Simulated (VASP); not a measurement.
Here is a VASP 6.6.1 calculation.

File INCAR:

```
SYSTEM = TiPt3
PREC = Accurate
ENCUT = 520
EDIFF = 1E-6
ISMEAR = -1
SIGMA = 0.05
LREAL = .FALSE.
LASPH = .TRUE.
NELM = 80
ALGO = Normal
ISIF = 2
LWAVE = .FALSE.
LCHARG = .FALSE.
GGA = PS
NBANDS = 29
```

File KPOINTS:

```
regular mesh
0
G
  9 9 9
  0 0 0
```

Contents of POSCAR:

```
TiPt3
1.0
    3.8190600000      0.0000000000      0.0000000000
    0.0000000000      3.8190600000      0.0000000000
    0.0000000000      0.0000000000      3.8970000000
Ti Pt
1 3
Direct
    0.0000000000      0.0000000000      0.0000000000
    0.0000000000      0.5000000000      0.5000000000
    0.5000000000      0.0000000000      0.5000000000
    0.5000000000      0.5000000000      0.0000000000
```

Potentials or basis: VASP PAW PBE potentials, release 64 (Ti_sv, Pt).

Command:

```console
$ cat potpaw_PBE.64/Ti_sv/POTCAR potpaw_PBE.64/Pt/POTCAR > POTCAR
$ mpirun -np 1 vasp_std > vasp.out
```

(1) Predict the pressure.

(2) Predict the band gap on the k mesh.

Answers

(1) 12.3 GPa.

(2) zero (bands 21 and 22 overlap by 1.46 eV).

Caveat: the cell differs from its parent crystal (equal xx and yy strain of -2 %); the cell stands under pressure; the PAW data sets were made with another functional, which shifts forces and pressure a little; spin-orbit coupling is left out, which moves the levels of the heavy elements.
